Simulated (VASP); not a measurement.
# Ti3Si (Fm-3m) in VASP: notebook

Ti3Si is run at these levels: PBEsol; tasks: single point, relaxation of cell and atoms.

All numbers are computed with VASP 6.6.1; they aren't measurements. Logs are shortened: lines on timing, memory, paths and dates and some standing lists are left out, and cuts for length are marked.

### 1 The cell of the first run

The structure is cubic, space group Fm-3m (No. 225). Conventional cell: a = 6.210 Å, b = 6.210 Å, c = 6.210 Å, α = 90.00°, β = 90.00°, γ = 90.00°. Ti (site symmetry -43m) has 4 Si at 2.69 Å and 10 Ti at 2.69 to 3.10 Å within 3.5 Å. Within 3.5 Å of Ti (site symmetry m-3m) lie 8 Ti at 2.69 Å and 6 Si at 3.10 Å. Within 3.5 Å of Si (site symmetry m-3m) lie 14 Ti at 2.69 to 3.10 Å.

### 2 Single point, PBEsol

INCAR

```
ALGO     = Normal         # electronic algorithm
EDIFF    = 1E-6           # SCF threshold, eV
ENCUT    = 520            # plane-wave cutoff, eV
GGA      = PS             # functional
ISIF     = 2              # what is computed and relaxed
ISMEAR   = 0              # smearing method
LASPH    = T              # aspherical terms in the spheres
LCHARG   = F              # write CHGCAR
LREAL    = F              # projectors in reciprocal space
LWAVE    = F              # write WAVECAR
NBANDS   = 28             # bands
NELM     = 100            # most SCF steps
PREC     = Accurate       # precision mode
SIGMA    = 0.1            # smearing width, eV
```

KPOINTS

```
k-points
0
Gamma
  12 12 12
```

POSCAR

```
Ti3Si
1.0
    0.0000000000     -3.1049489791      3.1049489791
    3.1049489791     -3.1049489791      0.0000000000
    3.1049489791      0.0000000000      3.1049489791
Ti Si
3 1
Direct
    0.0000000000      0.0000000000      0.0000000000
    0.2500000000      0.2500000000      0.2500000000
    0.5000000000      0.5000000000      0.5000000000
    0.7500000000      0.7500000000      0.7500000000
```

Potentials or basis: VASP PAW PBE potentials, release 64 (Ti_sv, Si).

Run with:

```sh
> cat potpaw_PBE.64/Ti_sv/POTCAR potpaw_PBE.64/Si/POTCAR > POTCAR
> mpirun -np 1 vasp_std > vasp.out
```

OUTCAR:

```text
EDIFF = 1E-6
   ENCUT = 520
   GGA = PS
   ISIF = 2
   ISMEAR = 0
   LASPH = T
   LREAL = F
   NELM = 100
   PREC = Accurate

 ion  position               nearest neighbor table
   1  0.000  0.000  0.000-   2 2.69   4 2.69   4 2.69   4 2.69   4 2.69   2 2.69   2 2.69   2 2.69

   2  0.250  0.250  0.250-   1 2.69   3 2.69   1 2.69   1 2.69   1 2.69   3 2.69   3 2.69   3 2.69

   3  0.500  0.500  0.500-   2 2.69   4 2.69   2 2.69   2 2.69   2 2.69   4 2.69   4 2.69   4 2.69

   4  0.750  0.750  0.750-   1 2.69   3 2.69   3 2.69   3 2.69   3 2.69   1 2.69   1 2.69   1 2.69

  LATTYP: Found a face centered cubic cell.
 ALAT       =     6.2098979582

  Lattice vectors:

 A1 = (   0.0000000000,  -3.1049489791,   3.1049489791)
 A2 = (   3.1049489791,  -3.1049489791,   0.0000000000)
 A3 = (   3.1049489791,   0.0000000000,   3.1049489791)

Analysis of symmetry for initial positions (statically):
=====================================================================
 Subroutine PRICEL returns:
 Original cell was already a primitive cell.

 Routine SETGRP: Setting up the symmetry group for a
 face centered cubic supercell.

 Subroutine GETGRP returns: Found 48 space group operations
 (whereof 24 operations were pure point group operations)
 out of a pool of 48 trial point group operations.

The static configuration has the point symmetry T_d .
 The point group associated with its full space group is O_h .

Analysis of symmetry for dynamics (positions and initial velocities):
=====================================================================
 Subroutine PRICEL returns:
 Original cell was already a primitive cell.

 Routine SETGRP: Setting up the symmetry group for a
 face centered cubic supercell.

 Subroutine GETGRP returns: Found 48 space group operations
 (whereof 24 operations were pure point group operations)
 out of a pool of 48 trial point group operations.

The dynamic configuration has the point symmetry T_d .
 The point group associated with its full space group is O_h .

 Subroutine INISYM returns: Found 48 space group operations
 (whereof 24 operations are pure point group operations),
 and found     1 'primitive' translations

----------------------------------------------------------------------------------------

                                     Primitive cell

  volume of cell :      59.8678

  direct lattice vectors                    reciprocal lattice vectors
     0.000000000 -3.104948979  3.104948979    -0.161033242 -0.161033242  0.161033242
     3.104948979 -3.104948979  0.000000000     0.161033242 -0.161033242 -0.161033242
     3.104948979  0.000000000  3.104948979     0.161033242  0.161033242  0.161033242

  length of vectors
     4.391060957  4.391060957  4.391060957     0.278917757  0.278917757  0.278917757

  position of ions in fractional coordinates (direct lattice)
     0.000000000  0.000000000  0.000000000
     0.250000000  0.250000000  0.250000000
     0.500000000  0.500000000  0.500000000
     0.750000000  0.750000000  0.750000000

  ion indices of the primitive-cell ions
   primitive index   ion index
                 1           1
                 2           2
                 3           3
                 4           4

----------------------------------------------------------------------------------------

 KPOINTS: k-points

Automatic generation of k-mesh.
 Grid dimensions read from file:
 generate k-points for:   12   12   12

 Generating k-lattice:

  Cartesian coordinates                     Fractional coordinates (reciprocal lattice)
    -0.013419437 -0.013419437  0.013419437     0.083333333  0.000000000  0.000000000
     0.013419437 -0.013419437 -0.013419437     0.000000000  0.083333333  0.000000000
     0.013419437  0.013419437  0.013419437     0.000000000  0.000000000  0.083333333

  Length of vectors
     0.023243146  0.023243146  0.023243146

  Shift w.r.t. Gamma in fractional coordinates (k-lattice)
     0.000000000  0.000000000  0.000000000

 Subroutine IBZKPT returns following result:
 ===========================================

 Found     72 irreducible k-points:

 Following reciprocal coordinates:
            Coordinates               Weight
  0.000000  0.000000  0.000000      1.000000
  0.083333  0.000000  0.000000      8.000000
  0.166667  0.000000  0.000000      8.000000
  0.250000  0.000000  0.000000      8.000000
  0.333333  0.000000  0.000000      8.000000
  0.416667  0.000000  0.000000      8.000000
[... 16 lines left out ...]
  0.500000  0.166667  0.000000     24.000000
 -0.416667  0.166667  0.000000     24.000000
 [... further k-points ...]
   k-points           NKPTS =     72   k-points in BZ     NKDIM =     72   number of bands    NBANDS=     28
   number of dos      NEDOS =    301   number of ions     NIONS =      4
   total plane-waves  NPLWV =  46656
   dimension x,y,z NGX =    36 NGY =   36 NGZ =   36
   dimension x,y,z NGXF=    72 NGYF=   72 NGZF=   72
   ions per type =               3   1
   NGX,Y,Z   is equivalent  to a cutoff of  13.63, 13.63, 13.63 a.u.
   NGXF,Y,Z  is equivalent  to a cutoff of  27.26, 27.26, 27.26 a.u.
 SYSTEM =  unknown system
   PREC   = accura    normal or accurate (medium, high low for compatibility)
   ISTART =      0    job   : 0-new  1-cont  2-samecut
   ICHARG =      2    charge: 1-file 2-atom 10-const
   ISPIN  =      1    spin polarized calculation?
   LNONCOLLINEAR =      F non collinear calculations
   LSORBIT =      F    spin-orbit coupling
   LASPH  =      T    aspherical Exc in radial PAW
   ENCUT  =  520.0 eV  38.22 Ry    6.18 a.u.   8.16  8.16  8.16*2*pi/ulx,y,z
   NELM   =    100;   NELMIN=  2; NELMDL= -5     # of ELM steps
   EDIFF  = 0.1E-05   stopping-criterion for ELM
   LREAL  =      F    real-space projection
   EDIFFG = 0.1E-04   stopping-criterion for IOM
   NSW    =      0    number of steps for IOM
   IBRION =     -1    ionic relax: 0-MD 1-quasi-New 2-CG
   NFREE  =      0    steps in history (QN), initial steepest desc. (CG)
   ISIF   =      2    stress and relaxation
   ISYM   =      2    0-nonsym 1-usesym 2-fastsym
   POTIM  = 0.5000    time-step for ionic-motion
   TEBEG  =    0.0;   TEEND  =   0.0 temperature during run
   PSTRESS=    0.0 pullay stress
   NELECT =      40.0000    total number of electrons
   NUPDOWN=      -1.0000    fix difference up-down
   EMIN   =  10.00;   EMAX   =-10.00  energy-range for DOS
   EFERMI =   0.00;   METHOD = LEGACY
   ISMEAR =     0;   SIGMA  =   0.10  broadening in eV -4-tet -1-fermi 0-gaus
   EFERMI_NEDOS =   21; number of points for ismear=-14 and -15
   IALGO  =     38    algorithm
   IMIX   =      4    mixing-type and parameters
     AMIX     =   0.40;   BMIX     =  1.00
     AMIX_MAG =   1.60;   BMIX_MAG =  1.00
  volume/ion in A,a.u.               =      14.97       101.00
  Fermi-wavevector in a.u.,A,eV,Ry     =   1.431189  2.704555 27.868845  2.048302
  Thomas-Fermi vector in A             =   2.550953
   LORBIT       =      0    0 simple, 1 ext, 2 COOP (PROOUT), +10 PAW based schemes
   GGA     = PS    functional components
   LHFCALC =     F    Hartree Fock is set to
   AEXX    =    0.0000 exact exchange contribution
   IVDW    =     0    specifies the selected vdW correction
   LEPSILON=     F    determine dielectric tensor
   LRPA    =     F    only Hartree local field effects (RPA)
 non-spin polarized calculation
 Gauss-broadening in eV      SIGMA  =   0.10
  energy-cutoff  :      520.00
  volume of cell :       59.87
 maximum number of plane-waves:      1639
 NGX is ok and might be reduce to    36
   NGX = 17   NGY = 17   NGZ = 17

 number of electron      39.9999997 magnetization

 Free energy of the ion-electron system (eV)
  ---------------------------------------------------
  ext. energy  EPLUGINS =         0.00000000
  ---------------------------------------------------
  free energy    TOTEN  =       -32.23127692 eV

  energy without entropy =      -32.19131184  energy(sigma->0) =      -32.21129438

 E-fermi :   9.6109     XC(G=0): -12.0460

 val. band max:        9.6106139713   @ k =  -0.3333   0.0833   0.0000
 cond. band min:       9.6111668063   @ k =   0.5000   0.2500   0.0000
 fundamental gap:      0.0005528349
 Fermi energy:         9.6108863634

 k-point     1 :       0.0000    0.0000    0.0000
  band No.  band energies     occupation
      1     -46.6108      2.00000
      2     -46.5046      2.00000
      3     -46.1173      2.00000
      4     -23.0260      2.00000
      5     -23.0260      2.00000
      6     -23.0260      2.00000
[... 20 lines left out ...]
     27      12.9069      0.00000
     28      13.0511      0.00000

 k-point     2 :       0.0833    0.0000    0.0000
  band No.  band energies     occupation
      1     -46.6078      2.00000
      2     -46.5056      2.00000
      3     -46.1194      2.00000
      4     -23.0684      2.00000
      5     -23.0467      2.00000
      6     -23.0467      2.00000
[... 20 lines left out ...]
     27      12.8827      0.00000
     28      13.0690      0.00000

 k-point     3 :       0.1667    0.0000    0.0000
  band No.  band energies     occupation
      1     -46.5993      2.00000
      2     -46.5086      2.00000
      3     -46.1252      2.00000
      4     -23.1025      2.00000
      5     -23.0725      2.00000
      6     -23.0725      2.00000
[... 20 lines left out ...]
     27      12.8302      0.00000
     28      13.0498      0.00000

 k-point     4 :       0.2500    0.0000    0.0000
  band No.  band energies     occupation
      1     -46.5865      2.00000
      2     -46.5135      2.00000
      3     -46.1334      2.00000
      4     -23.1180      2.00000
      5     -23.0958      2.00000
      6     -23.0958      2.00000
[... 578 lines left out ...]
     27      12.7156      0.00000
     28      12.7970      0.00000

 k-point    23 :       0.5000    0.1667    0.0000
  band No.  band energies     occupation
      1     -46.5485      2.00000
      2     -46.5312      2.00000
      3     -46.1544      2.00000
      4     -23.1748      2.00000
      5     -23.1643      2.00000
      6     -23.0861      2.00000
[... 20 lines left out ...]
     27      12.6492      0.00000
     28      12.7316      0.00000

 k-point    24 :      -0.4167    0.1667    0.0000
  band No.  band energies     occupation
      1     -46.5451      2.00000
      2     -46.5340      2.00000
      3     -46.1550      2.00000
      4     -23.1669      2.00000
      5     -23.1605      2.00000
      6     -23.0872      2.00000
[... 20 lines left out ...]
     27      12.6979      0.00000
     28      12.8086      0.00000

 [... further k-points ...]

------------------------ aborting loop because EDIFF is reached ----------------------------------------

  FORCE on cell =-STRESS in cart. coord.  units (eV):
  Direction    XX          YY          ZZ          XY          YZ          ZX
  --------------------------------------------------------------------------------------
  -------------------------------------------------------------------------------------
  Total       -0.0546067     -0.0546067     -0.0546067     -0.0000000      0.0000000      0.0000000
  in kB       -1.4613788     -1.4613788     -1.4613788     -0.0000000      0.0000000      0.0000000
  external PRESSURE =      -1.4613788 kB  Pullay stress =       0.0000000 kB

 VOLUME and BASIS-vectors are now :
 -----------------------------------------------------------------------------
  energy-cutoff  :      520.00
  volume of cell :       59.87
      direct lattice vectors                 reciprocal lattice vectors
     0.000000000 -3.104948979  3.104948979    -0.161033242 -0.161033242  0.161033242
     3.104948979 -3.104948979  0.000000000     0.161033242 -0.161033242 -0.161033242
     3.104948979  0.000000000  3.104948979     0.161033242  0.161033242  0.161033242

 POSITION                                       TOTAL-FORCE (eV/Angst)
 -----------------------------------------------------------------------------------
      0.00000      0.00000      0.00000        -0.000000      0.000000     -0.000000
      1.55247     -1.55247      1.55247         0.000000     -0.000000     -0.000000
      3.10495     -3.10495      3.10495         0.000000     -0.000000      0.000000
      4.65742     -4.65742      4.65742         0.000000     -0.000000     -0.000000
 -----------------------------------------------------------------------------------
    total drift:                                0.000000     -0.000000      0.000000

  FREE ENERGIE OF THE ION-ELECTRON SYSTEM (eV)
  ---------------------------------------------------
  free  energy   TOTEN  =       -32.2312769190 eV

  energy  without entropy=      -32.1913118380  energy(sigma->0) =      -32.21129438
```

Wall time 1.9 min (1 thread of Intel Xeon Platinum 8259CL at 2.50GHz (Skylake/Cascade Lake), shared host); peak memory 0.26 GiB.

Results:

| Item | Value |
| --- | --- |
| Free energy | -32.2313 eV |
| Pressure | -0.1 GPa |
| Band gap on the k mesh | zero (band 20 reaches 9.78 eV, above the bottom of band 21 at 9.37 eV) |

Levels at points of the mesh, in eV from the Fermi level:
```csv
k point,band 17,band 18,band 19,band 20,band 21,band 22,band 23,band 24
"(0.00, 0.00, 0.00)",-2.12,-2.12,-0.01,-0.01,-0.01,2.38,2.38,2.38
"(0.50, 0.00, 0.00)",-0.52,-0.47,-0.47,-0.19,-0.19,0.67,0.93,0.93
"(0.50, 0.50, 0.00)",-1.89,-1.89,-0.33,-0.24,-0.24,1.08,1.32,1.32
```

Caveat: the PAW data sets were made with another functional, which shifts forces and pressure a little.

### 3 Relaxation of cell and atoms, PBEsol

This run uses another cell than the first one, of 15.95 Å³/atom, 1.065 times its volume.

INCAR

```
SYSTEM = Ti3Si
PREC     = Accurate       ! precision mode
ENCUT    = 600            ! plane-wave cutoff, eV
EDIFF    = 1E-6           ! SCF threshold, eV
ISMEAR   = 0              ! smearing method
SIGMA    = 0.1            ! smearing width, eV
LREAL    = .FALSE.        ! projectors in reciprocal space
LASPH    = .TRUE.         ! aspherical terms in the spheres
NELM     = 80             ! most SCF steps
ALGO     = Normal         ! electronic algorithm
ISIF     = 3              ! what is computed and relaxed
LWAVE    = .FALSE.        ! write WAVECAR
LCHARG   = .FALSE.        ! write CHGCAR
GGA      = PS             ! functional
IBRION   = 2              ! ionic algorithm
NSW      = 80             ! ionic steps
EDIFFG   = -0.015         ! ionic threshold
```

KPOINTS

```
Automatic mesh
0
G
  12 12 12
  0 0 0
```

POSCAR

```
Ti3Si
1.0
    0.0000000000     -3.1712050067      3.1712050067
    3.1712050067     -3.1712050067      0.0000000000
    3.1712050067      0.0000000000      3.1712050067
Ti Si
3 1
Direct
    0.0000000000      0.0000000000      0.0000000000
    0.2500000000      0.2500000000      0.2500000000
    0.5000000000      0.5000000000      0.5000000000
    0.7500000000      0.7500000000      0.7500000000
```

Potentials or basis: VASP PAW PBE potentials, release 64 (Ti_sv, Si).

Run with:

```sh
> cat potpaw_PBE.64/Ti_sv/POTCAR potpaw_PBE.64/Si/POTCAR > POTCAR
> mpirun -np 1 vasp_std > vasp.out
```

It took 5.6 min on 1 thread of Intel Xeon Platinum 8375C at 2.90GHz (Ice Lake), shared host; peak memory 0.28 GiB.

The run converged. Its results:

* Free energy: -32.2332 eV
* Relaxed volume: 14.96 Å³/atom
* Relaxed cell: a = 4.390 Å, b = 4.390 Å, c = 4.390 Å, α = 60.00°, β = 60.00°, γ = 60.00°
* Space group after relaxing (to 0.05 Å): Fm-3m (No. 225)
* Energy gained by relaxing: 26.3 meV/atom
* Ionic steps: 3
* Pressure after relaxing: -0.1 GPa
* Band gap on the k mesh: zero (band 20 reaches 9.78 eV, above the bottom of band 21 at 9.37 eV)

Step by step:
| step | energy change (eV) | largest force (eV/Å) | pressure (GPa) | volume (Å³) |
| --- | --- | --- | --- | --- |
| 1 | 0.0000 | 0.0000 | -8.04 | 63.78 |
| 2 | -0.0259 | 0.0000 | 8.44 | 56.68 |
| 3 | -0.1052 | 0.0000 | -0.05 | 59.84 |

Final structure:
```
Ti Si
1.0
     0.00000   -3.10446    3.10446
     3.10446   -3.10446    0.00000
     3.10446    0.00000    3.10446
Ti Si
3 1
Cartesian
  0.0000 0.0000 0.0000
  1.5522 -1.5522 1.5522
  3.1045 -3.1045 3.1045
  4.6567 -4.6567 4.6567
```

Levels at points of the mesh, in eV from the Fermi level:
```
           k point  band 16  band 17  band 18  band 19  band 20  band 21  band 22  band 23  band 24
(0.00, 0.00, 0.00)    -2.82    -2.13    -2.13    -0.01    -0.01    -0.01     2.38     2.38     2.38
(0.50, 0.00, 0.00)    -2.99    -0.52    -0.47    -0.47    -0.19    -0.19     0.67     0.93     0.93
(0.50, 0.50, 0.00)    -2.19    -1.89    -1.89    -0.33    -0.24    -0.24     1.08     1.32     1.32
```

Caveat: the PAW data sets were made with another functional, which shifts forces and pressure a little.
